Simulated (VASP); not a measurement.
# LiF (Fm-3m) in VASP: further runs, part 3 of 3

VASP 6.6.1. Earlier steps stand in the parts before.

## (5) Single point, PBEsol+D3(BJ) (volume scaled by 0.96)

INCAR reads:

```
ALGO = Normal ; EDIFF = 1E-6
ENCUT = 520 ; GGA = PS
ISIF = 2 ; ISMEAR = 0
IVDW = 12 ; LASPH = True
LCHARG = True ; LELF = True
LREAL = False ; LVHAR = True
LWAVE = False ; NBANDS = 12
NELM = 100 ; PREC = Accurate
SIGMA = 0.05
```

KPOINTS reads:

```
k-points
0
Gamma
  10 10 10
```

POSCAR reads:

```
LiF
1.0
    0.0000000000      1.9499900193      1.9499900193
    1.9499900193      0.0000000000      1.9499900193
    1.9499900193      1.9499900193      0.0000000000
Li F
1 1
Direct
    0.0000000000      0.0000000000      0.0000000000
    0.5000000000      0.5000000000      0.5000000000
```

Potentials or basis: VASP PAW PBE potentials, release 64 (Li_sv, F).

On the command line:

```bash
cat potpaw_PBE.64/Li_sv/POTCAR potpaw_PBE.64/F/POTCAR > POTCAR
mpirun -np 1 vasp_std > vasp.out
```

OUTCAR:

```text
EDIFF = 1E-6
   ENCUT = 520
   GGA = PS
   ISIF = 2
   ISMEAR = 0
   IVDW = 12
   LASPH = True
   LREAL = False
   NELM = 100
   PREC = Accurate
 IVDW          = 12

 ion  position               nearest neighbor table
   1  0.000  0.000  0.000-   2 1.95   2 1.95   2 1.95   2 1.95   2 1.95   2 1.95
   2  0.500  0.500  0.500-   1 1.95   1 1.95   1 1.95   1 1.95   1 1.95   1 1.95

  LATTYP: Found a face centered cubic cell.
 ALAT       =     3.8999800386

  Lattice vectors:

 A1 = (   0.0000000000,   1.9499900193,   1.9499900193)
 A2 = (   1.9499900193,   0.0000000000,   1.9499900193)
 A3 = (   1.9499900193,   1.9499900193,   0.0000000000)

Analysis of symmetry for initial positions (statically):
=====================================================================
 Subroutine PRICEL returns:
 Original cell was already a primitive cell.

 Routine SETGRP: Setting up the symmetry group for a
 face centered cubic supercell.

 Subroutine GETGRP returns: Found 48 space group operations
 (whereof 48 operations were pure point group operations)
 out of a pool of 48 trial point group operations.

The static configuration has the point symmetry O_h .

Analysis of symmetry for dynamics (positions and initial velocities):
=====================================================================
 Subroutine PRICEL returns:
 Original cell was already a primitive cell.

 Routine SETGRP: Setting up the symmetry group for a
 face centered cubic supercell.

 Subroutine GETGRP returns: Found 48 space group operations
 (whereof 48 operations were pure point group operations)
 out of a pool of 48 trial point group operations.

The dynamic configuration has the point symmetry O_h .

 Subroutine INISYM returns: Found 48 space group operations
 (whereof 48 operations are pure point group operations),
 and found     1 'primitive' translations

----------------------------------------------------------------------------------------

                                     Primitive cell

  volume of cell :      14.8295
[... 119 lines left out ...]
   LRPA    =     F    only Hartree local field effects (RPA)
 non-spin polarized calculation
 Gauss-broadening in eV      SIGMA  =   0.05
  energy-cutoff  :      520.00
  volume of cell :       14.83
 maximum number of plane-waves:       411
 NGX is ok and might be reduce to    24
   NGX = 11   NGY = 11   NGZ = 11

 number of electron      10.0000006 magnetization

 Free energy of the ion-electron system (eV)
  ---------------------------------------------------
  ext. energy  EPLUGINS =         0.00000000
  ---------------------------------------------------
  free energy    TOTEN  =        -9.82341641 eV

  energy without entropy =       -9.82341641  energy(sigma->0) =       -9.82341641

 E-fermi :  -0.1193     XC(G=0): -10.6973

 val. band max:       -0.4858456833   @ k =   0.0000   0.0000   0.0000
 cond. band min:       9.3370323761   @ k =   0.0000   0.0000   0.0000
 fundamental gap:      9.8228780595
 Fermi energy:        -0.1193305394

 k-point     1 :       0.0000    0.0000    0.0000
  band No.  band energies     occupation
      1     -40.5130      2.00000
      2     -20.6323      2.00000
      3      -0.4858      2.00000
      4      -0.4858      2.00000
      5      -0.4858      2.00000
      6       9.3370      0.00000
      7      24.5786      0.00000
      8      24.5786      0.00000
      9      24.5786      0.00000
     10      24.5911      0.00000
     11      24.5911      0.00000
     12      24.5911      0.00000
[... 331 lines left out ...]
 k-point    24 :       0.4000    0.3000    0.0000
  band No.  band energies     occupation
      1     -40.4142      2.00000
      2     -19.9882      2.00000
      3      -3.1667      2.00000
      4      -1.5094      2.00000
      5      -1.3782      2.00000
      6      13.3534      0.00000
      7      16.6325      0.00000
      8      18.9642      0.00000
      9      20.5850      0.00000
     10      21.6509      0.00000
     11      35.5919      0.00000
     12      36.0269      0.00000

 [... further k-points ...]

------------------------ aborting loop because EDIFF is reached ----------------------------------------

 Edisp (eV)   -0.31875

 E8    (eV) :    -0.1886

  FORCE on cell =-STRESS in cart. coord.  units (eV):
  Direction    XX          YY          ZZ          XY          YZ          ZX
  --------------------------------------------------------------------------------------
  -------------------------------------------------------------------------------------
  Total       0.31553     0.31553     0.31553     0.00000     0.00000    -0.00000
  in kB      34.08926    34.08926    34.08926     0.00000     0.00000    -0.00000
  external pressure =       34.09 kB  Pullay stress =        0.00 kB

 VOLUME and BASIS-vectors are now :
 -----------------------------------------------------------------------------
  energy-cutoff  :      520.00
  volume of cell :       14.83
      direct lattice vectors                 reciprocal lattice vectors
     0.000000000  1.949990019  1.949990019    -0.256411569  0.256411569  0.256411569
     1.949990019  0.000000000  1.949990019     0.256411569 -0.256411569  0.256411569
     1.949990019  1.949990019  0.000000000     0.256411569  0.256411569 -0.256411569

 POSITION                                       TOTAL-FORCE (eV/Angst)
 -----------------------------------------------------------------------------------
      0.00000      0.00000      0.00000         0.000000      0.000000     -0.000000
      1.94999      1.94999      1.94999        -0.000000     -0.000000      0.000000
 -----------------------------------------------------------------------------------
    total drift:                               -0.000000     -0.000000      0.000000

  FREE ENERGIE OF THE ION-ELECTRON SYSTEM (eV)
  ---------------------------------------------------
  free  energy   TOTEN  =       -10.1421646746 eV

  energy  without entropy=      -10.1421646746  energy(sigma->0) =      -10.14216467
```

OSZICAR:

```text
N       E                     dE             d eps       ncg     rms          rms(c)
DAV:   1     0.286973070408E+02    0.28697E+02   -0.55988E+03  1196   0.857E+02
DAV:   2    -0.932100500655E+01   -0.38018E+02   -0.37302E+02  1400   0.184E+02
DAV:   3    -0.102432592720E+02   -0.92225E+00   -0.92027E+00  1472   0.249E+01
DAV:   4    -0.102515512472E+02   -0.82920E-02   -0.82916E-02  1244   0.248E+00
DAV:   5    -0.102516360035E+02   -0.84756E-04   -0.84756E-04  1460   0.194E-01    0.407E+00
DAV:   6    -0.982290366426E+01    0.42873E+00   -0.18848E+00  1256   0.875E+00    0.132E+00
DAV:   7    -0.982120451774E+01    0.16991E-02   -0.17694E-02  1456   0.118E+00    0.820E-01
DAV:   8    -0.982336061445E+01   -0.21561E-02   -0.10523E-02  1352   0.114E+00    0.996E-02
DAV:   9    -0.982337614357E+01   -0.15529E-04   -0.97599E-04  1300   0.284E-01    0.407E-02
DAV:  10    -0.982341650572E+01   -0.40362E-04   -0.80360E-05  1296   0.706E-02    0.104E-02
DAV:  11    -0.982341640748E+01    0.98240E-07   -0.40562E-06  1396   0.204E-02
   1 F= -.10142165E+02 E0= -.10142165E+02  d E =-.877953E-27
```

It took 6.5 s on 1 thread of Intel Xeon Platinum 8259CL at 2.50GHz (Skylake/Cascade Lake), shared host; peak memory 0.14 GiB.

What came out:

```yaml
Free_energy: -10.1422 eV
Band_gap_on_the_k_mesh: 9.82 eV, direct
Dispersion_energy_per_atom: -0.159 eV
```

Caveat: the cutoff is under 1.25 times the usual one of these potentials, so pressure, stress and relaxed cells hold a basis-set (Pulay) error; the PAW data sets were made with another functional, which shifts forces and pressure a little.

## (6) Summary

| level | potentials or basis | cell | gap on the mesh (eV) |
| --- | --- | --- | --- |
| LDA | VASP PAW LDA potentials, release 64 (Li_sv, F) | a = 2.782 Å, angles 60.0°, 2 atoms | 9.49 |
| LDA | VASP PAW LDA potentials, release 64 (Li_sv, F) | a = 2.727 Å, angles 60.0°, 2 atoms | 10.12 |
| PBEsol+D3(BJ) | VASP PAW PBE potentials, release 64 (Li_sv, F) | a = 2.777 Å, angles 60.0°, 2 atoms | 9.62 |
| PBEsol+D3(BJ) | VASP PAW PBE potentials, release 64 (Li_sv, F) | a = 2.758 Å, angles 60.0°, 2 atoms | 9.82 |

Alike in all rows: task single point; no spin polarisation; k mesh 10 × 10 × 10; cutoff (eV) 520; smearing gaussian 0.05 eV.

Caveats: the cutoff is under 1.25 times the usual one of these potentials, so pressure, stress and relaxed cells hold a basis-set (Pulay) error; the PAW data sets were made with another functional, which shifts forces and pressure a little (some runs).

Total energies depend on the potentials used, so only differences within one code and one set of settings carry meaning.
